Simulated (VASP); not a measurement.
# Ru2C (Fd-3m) in VASP: a series of runs

Runs on Ru2C. Level: PBE. Tasks: single point, relaxation of cell and atoms.

All numbers are computed with VASP 6.6.1; they aren't measurements. Logs are shortened: lines on timing, memory, paths and dates and some standing lists are left out, and cuts for length are marked.

## (1) The cell of the first run

It takes space group Fd-3m (No. 227, cubic). Conventional cell: a = 6.797 Å, b = 6.797 Å, c = 6.797 Å, α = 90.00°, β = 90.00°, γ = 90.00°. Ru (site symmetry -3m) has 6 Ru at 2.40 Å and 6 C at 2.82 Å within 3.2 Å. C (site symmetry -43m) has 12 Ru at 2.82 Å and 4 C at 2.94 Å within 3.7 Å.

## (2) Single point, PBE

INCAR

```
PREC     = Accurate       # precision mode
ENCUT    = 520            # plane-wave cutoff, eV
EDIFF    = 1E-7           # SCF threshold, eV
ISMEAR   = 0              # smearing method
SIGMA    = 0.1            # smearing width, eV
LREAL    = False          # projectors in reciprocal space
LASPH    = True           # aspherical terms in the spheres
NELM     = 100            # most SCF steps
ALGO     = Normal         # electronic algorithm
ISIF     = 2              # what is computed and relaxed
LWAVE    = False          # write WAVECAR
LCHARG   = True           # write CHGCAR
GGA      = PE             # functional
LELF     = True           # ELF
LVHAR    = True         
NBANDS   = 41             # bands
```

KPOINTS

```
regular mesh
0
Gamma
  4 4 4
```

POSCAR

```
Ru2C
1.0
    0.0000000000      3.3987108300      3.3987108300
    3.3987108300      0.0000000000      3.3987108300
    3.3987108300      3.3987108300      0.0000000000
Ru C
4 2
Direct
    0.6250000000      0.6250000000      0.6250000000
    0.1250000000      0.6250000000      0.6250000000
    0.6250000000      0.6250000000      0.1250000000
    0.6250000000      0.1250000000      0.6250000000
    0.0000000000      0.0000000000      0.0000000000
    0.2500000000      0.2500000000      0.2500000000
```

Potentials or basis: VASP PAW PBE potentials, release 64 (Ru_pv, C).

Command:

```bash
> cat potpaw_PBE.64/Ru_pv/POTCAR potpaw_PBE.64/C/POTCAR > POTCAR
> mpirun -np 1 vasp_std > vasp.out
```

OUTCAR:

```text
PREC = Accurate
   ENCUT = 520
   EDIFF = 1E-7
   ISMEAR = 0
   LREAL = False
   LASPH = True
   NELM = 100
   ISIF = 2
   GGA = PE

 ion  position               nearest neighbor table
   1  0.625  0.625  0.625-   2 2.40   3 2.40   4 2.40   3 2.40   4 2.40   2 2.40
   2  0.125  0.625  0.625-   1 2.40   3 2.40   4 2.40   1 2.40   3 2.40   4 2.40
   3  0.625  0.625  0.125-   1 2.40   1 2.40   2 2.40   4 2.40   4 2.40   2 2.40
   4  0.625  0.125  0.625-   1 2.40   3 2.40   1 2.40   2 2.40   3 2.40   2 2.40
   5  0.000  0.000  0.000-
   6  0.250  0.250  0.250-

  LATTYP: Found a face centered cubic cell.
 ALAT       =     6.7974216600

  Lattice vectors:

 A1 = (   0.0000000000,   3.3987108300,   3.3987108300)
 A2 = (   3.3987108300,   0.0000000000,   3.3987108300)
 A3 = (   3.3987108300,   3.3987108300,   0.0000000000)

Analysis of symmetry for initial positions (statically):
=====================================================================
 Subroutine PRICEL returns:
 Original cell was already a primitive cell.

 Routine SETGRP: Setting up the symmetry group for a
 face centered cubic supercell.

 Subroutine GETGRP returns: Found 48 space group operations
 (whereof 24 operations were pure point group operations)
 out of a pool of 48 trial point group operations.

The static configuration has the point symmetry T_d .
 The point group associated with its full space group is O_h .

Analysis of symmetry for dynamics (positions and initial velocities):
=====================================================================
 Subroutine PRICEL returns:
 Original cell was already a primitive cell.

 Routine SETGRP: Setting up the symmetry group for a
 face centered cubic supercell.

 Subroutine GETGRP returns: Found 48 space group operations
 (whereof 24 operations were pure point group operations)
 out of a pool of 48 trial point group operations.

The dynamic configuration has the point symmetry T_d .
 The point group associated with its full space group is O_h .

 Subroutine INISYM returns: Found 48 space group operations
 (whereof 24 operations are pure point group operations),
 and found     1 'primitive' translations

----------------------------------------------------------------------------------------

                                     Primitive cell

  volume of cell :      78.5186

  direct lattice vectors                    reciprocal lattice vectors
     0.000000000  3.398710830  3.398710830    -0.147114605  0.147114605  0.147114605
     3.398710830  0.000000000  3.398710830     0.147114605 -0.147114605  0.147114605
     3.398710830  3.398710830  0.000000000     0.147114605  0.147114605 -0.147114605

  length of vectors
     4.806502950  4.806502950  4.806502950     0.254809970  0.254809970  0.254809970

  position of ions in fractional coordinates (direct lattice)
     0.625000000  0.625000000  0.625000000
     0.125000000  0.625000000  0.625000000
     0.625000000  0.625000000  0.125000000
     0.625000000  0.125000000  0.625000000
     0.000000000  0.000000000  0.000000000
     0.250000000  0.250000000  0.250000000

  ion indices of the primitive-cell ions
   primitive index   ion index
                 1           1
                 2           2
                 3           3
                 4           4
                 5           5
                 6           6

----------------------------------------------------------------------------------------

 KPOINTS: regular mesh

Automatic generation of k-mesh.
 Grid dimensions read from file:
 generate k-points for:    4    4    4

 Generating k-lattice:

  Cartesian coordinates                     Fractional coordinates (reciprocal lattice)
    -0.036778651  0.036778651  0.036778651     0.250000000  0.000000000  0.000000000
     0.036778651 -0.036778651  0.036778651     0.000000000  0.250000000  0.000000000
     0.036778651  0.036778651 -0.036778651     0.000000000  0.000000000  0.250000000

  Length of vectors
     0.063702492  0.063702492  0.063702492

  Shift w.r.t. Gamma in fractional coordinates (k-lattice)
     0.000000000  0.000000000  0.000000000

 Subroutine IBZKPT returns following result:
 ===========================================

 Found      8 irreducible k-points:

 Following reciprocal coordinates:
            Coordinates               Weight
  0.000000  0.000000  0.000000      1.000000
  0.250000  0.000000  0.000000      8.000000
  0.500000  0.000000  0.000000      4.000000
  0.250000  0.250000  0.000000      6.000000
  0.500000  0.250000  0.000000     24.000000
 -0.250000  0.250000  0.000000     12.000000
  0.500000  0.500000  0.000000      3.000000
 -0.250000  0.500000  0.250000      6.000000
   k-points           NKPTS =      8   k-points in BZ     NKDIM =      8   number of bands    NBANDS=     41
   number of dos      NEDOS =    301   number of ions     NIONS =      6
   total plane-waves  NPLWV =  46656
   dimension x,y,z NGX =    36 NGY =   36 NGZ =   36
   dimension x,y,z NGXF=    72 NGYF=   72 NGZF=   72
   ions per type =               4   2
   NGX,Y,Z   is equivalent  to a cutoff of  12.45, 12.45, 12.45 a.u.
   NGXF,Y,Z  is equivalent  to a cutoff of  24.90, 24.90, 24.90 a.u.
 SYSTEM =  unknown system
   PREC   = accura    normal or accurate (medium, high low for compatibility)
   ISTART =      0    job   : 0-new  1-cont  2-samecut
   ICHARG =      2    charge: 1-file 2-atom 10-const
   ISPIN  =      1    spin polarized calculation?
   LNONCOLLINEAR =      F non collinear calculations
   LSORBIT =      F    spin-orbit coupling
   LASPH  =      T    aspherical Exc in radial PAW
   ENCUT  =  520.0 eV  38.22 Ry    6.18 a.u.   8.94  8.94  8.94*2*pi/ulx,y,z
   NELM   =    100;   NELMIN=  2; NELMDL= -5     # of ELM steps
   EDIFF  = 0.1E-06   stopping-criterion for ELM
   LREAL  =      F    real-space projection
   EDIFFG = 0.1E-05   stopping-criterion for IOM
   NSW    =      0    number of steps for IOM
   IBRION =     -1    ionic relax: 0-MD 1-quasi-New 2-CG
   NFREE  =      0    steps in history (QN), initial steepest desc. (CG)
   ISIF   =      2    stress and relaxation
   ISYM   =      2    0-nonsym 1-usesym 2-fastsym
   POTIM  = 0.5000    time-step for ionic-motion
   TEBEG  =    0.0;   TEEND  =   0.0 temperature during run
   PSTRESS=    0.0 pullay stress
   NELECT =      64.0000    total number of electrons
   NUPDOWN=      -1.0000    fix difference up-down
   EMIN   =  10.00;   EMAX   =-10.00  energy-range for DOS
   EFERMI =   0.00;   METHOD = LEGACY
   ISMEAR =     0;   SIGMA  =   0.10  broadening in eV -4-tet -1-fermi 0-gaus
   EFERMI_NEDOS =   21; number of points for ismear=-14 and -15
   IALGO  =     38    algorithm
   IMIX   =      4    mixing-type and parameters
     AMIX     =   0.40;   BMIX     =  1.00
     AMIX_MAG =   1.60;   BMIX_MAG =  1.00
  volume/ion in A,a.u.               =      13.09        88.31
  Fermi-wavevector in a.u.,A,eV,Ry     =   1.529246  2.889855 31.818482  2.338592
  Thomas-Fermi vector in A             =   2.636893
   LORBIT       =      0    0 simple, 1 ext, 2 COOP (PROOUT), +10 PAW based schemes
   GGA     = PE    functional components
   LHFCALC =     F    Hartree Fock is set to
   AEXX    =    0.0000 exact exchange contribution
   IVDW    =     0    specifies the selected vdW correction
   LEPSILON=     F    determine dielectric tensor
   LRPA    =     F    only Hartree local field effects (RPA)
 non-spin polarized calculation
 Gauss-broadening in eV      SIGMA  =   0.10
  energy-cutoff  :      520.00
  volume of cell :       78.52
 maximum number of plane-waves:      2148
   NGX = 17   NGY = 17   NGZ = 17

 number of electron      64.0000025 magnetization

 Free energy of the ion-electron system (eV)
  ---------------------------------------------------
  ext. energy  EPLUGINS =         0.00000000
  ---------------------------------------------------
  free energy    TOTEN  =       -39.57852742 eV

  energy without entropy =      -39.52953777  energy(sigma->0) =      -39.55403259

 E-fermi :   9.8572     XC(G=0): -12.8603

 val. band max:        9.8030241846   @ k =   0.5000   0.2500   0.0000
 cond. band min:       9.8669728516   @ k =   0.5000   0.0000   0.0000
 fundamental gap:      0.0639486670
 Fermi energy:         9.8572061695

 k-point     1 :       0.0000    0.0000    0.0000
  band No.  band energies     occupation
      1     -35.3640      2.00000
      2     -34.0041      2.00000
      3     -34.0041      2.00000
      4     -34.0041      2.00000
      5     -33.5294      2.00000
      6     -33.5294      2.00000
[... 33 lines left out ...]
     40      13.4593      0.00000
     41      13.4593      0.00000

 k-point     2 :       0.2500    0.0000    0.0000
  band No.  band energies     occupation
      1     -35.1664      2.00000
      2     -33.9635      2.00000
      3     -33.9189      2.00000
      4     -33.9189      2.00000
      5     -33.4715      2.00000
      6     -33.4715      2.00000
[... 33 lines left out ...]
     40      12.0244      0.00000
     41      13.4588      0.00000

 k-point     3 :       0.5000    0.0000    0.0000
  band No.  band energies     occupation
      1     -34.9264      2.00000
      2     -33.8378      2.00000
      3     -33.8378      2.00000
      4     -33.8222      2.00000
      5     -33.4342      2.00000
      6     -33.2180      2.00000
[... 33 lines left out ...]
     40      12.1052      0.00000
     41      13.4583      0.00000

 k-point     4 :       0.2500    0.2500    0.0000
  band No.  band energies     occupation
      1     -35.0810      2.00000
      2     -34.0686      2.00000
      3     -33.8276      2.00000
      4     -33.8276      2.00000
      5     -33.5212      2.00000
      6     -33.4126      2.00000
[... 33 lines left out ...]
     40      12.3185      0.00000
     41      13.0286      0.00000

 k-point     5 :       0.5000    0.2500    0.0000
  band No.  band energies     occupation
      1     -34.7644      2.00000
      2     -34.1344      2.00000
      3     -33.6984      2.00000
      4     -33.6822      2.00000
      5     -33.4276      2.00000
      6     -33.3486      2.00000
[... 33 lines left out ...]
     40      12.2031      0.00000
     41      12.9882      0.00000

 k-point     6 :      -0.2500    0.2500    0.0000
  band No.  band energies     occupation
      1     -34.8966      2.00000
      2     -34.0321      2.00000
      3     -33.7939      2.00000
      4     -33.7638      2.00000
      5     -33.4614      2.00000
      6     -33.3655      2.00000
[... 33 lines left out ...]
     40      12.3400      0.00000
     41      13.3698      0.00000

 k-point     7 :       0.5000    0.5000    0.0000
  band No.  band energies     occupation
      1     -34.4489      2.00000
      2     -34.4489      2.00000
      3     -33.4508      2.00000
      4     -33.4508      2.00000
      5     -33.4152      2.00000
      6     -33.4152      2.00000
[... 33 lines left out ...]
     40      11.9072      0.00000
     41      12.9523      0.00000

 k-point     8 :      -0.2500    0.5000    0.2500
  band No.  band energies     occupation
      1     -34.4297      2.00000
      2     -34.4297      2.00000
      3     -33.6283      2.00000
      4     -33.6283      2.00000
      5     -33.3686      2.00000
      6     -33.3686      2.00000
[... 33 lines left out ...]
     40      11.5264      0.00000
     41      13.0611      0.00000

------------------------ aborting loop because EDIFF is reached ----------------------------------------

  FORCE on cell =-STRESS in cart. coord.  units (eV):
  Direction    XX          YY          ZZ          XY          YZ          ZX
  --------------------------------------------------------------------------------------
  -------------------------------------------------------------------------------------
  Total        9.3674873      9.3674873      9.3674873     -0.0000000      0.0000000     -0.0000000
  in kB      191.1441681    191.1441681    191.1441681     -0.0000000      0.0000000     -0.0000000
  external PRESSURE =     191.1441681 kB  Pullay stress =       0.0000000 kB

 VOLUME and BASIS-vectors are now :
 -----------------------------------------------------------------------------
  energy-cutoff  :      520.00
  volume of cell :       78.52
      direct lattice vectors                 reciprocal lattice vectors
     0.000000000  3.398710830  3.398710830    -0.147114605  0.147114605  0.147114605
     3.398710830  0.000000000  3.398710830     0.147114605 -0.147114605  0.147114605
     3.398710830  3.398710830  0.000000000     0.147114605  0.147114605 -0.147114605

 POSITION                                       TOTAL-FORCE (eV/Angst)
 -----------------------------------------------------------------------------------
      4.24839      4.24839      4.24839        -0.000000     -0.000000      0.000000
      4.24839      2.54903      2.54903        -0.000000     -0.000000      0.000000
      2.54903      2.54903      4.24839        -0.000000     -0.000000      0.000000
      2.54903      4.24839      2.54903        -0.000000     -0.000000      0.000000
      0.00000      0.00000      0.00000         0.000000     -0.000000      0.000000
      1.69936      1.69936      1.69936        -0.000000      0.000000     -0.000000
 -----------------------------------------------------------------------------------
    total drift:                                0.000000      0.000000      0.000000

  FREE ENERGIE OF THE ION-ELECTRON SYSTEM (eV)
  ---------------------------------------------------
  free  energy   TOTEN  =       -39.5785274162 eV

  energy  without entropy=      -39.5295377714  energy(sigma->0) =      -39.55403259
```

Wall time 33 s (1 thread of Intel Xeon 6975P-C, shared host); peak memory 0.2 GiB.

What came out:

```yaml
Free_energy: -39.5785 eV
Pressure: 19.1 GPa
Band_gap_on_the_k_mesh: zero (band 32 reaches 10.07 eV, above the bottom of band 33 at 9.72 eV)
```

Levels at points of the mesh, in eV from the Fermi level:
```csv
k point,band 29,band 30,band 31,band 32,band 33,band 34
"(0.00, 0.00, 0.00)",0.13,0.18,0.18,0.18,0.20,0.42
"(0.50, 0.00, 0.00)",-1.62,-0.30,-0.30,0.01,0.11,0.32
"(0.50, 0.50, 0.00)",-1.96,-1.96,-1.34,-1.34,-0.07,-0.07
```

Caveat: the k points lie up to 0.40 Å⁻¹ apart.

[end of part 1 of 3]
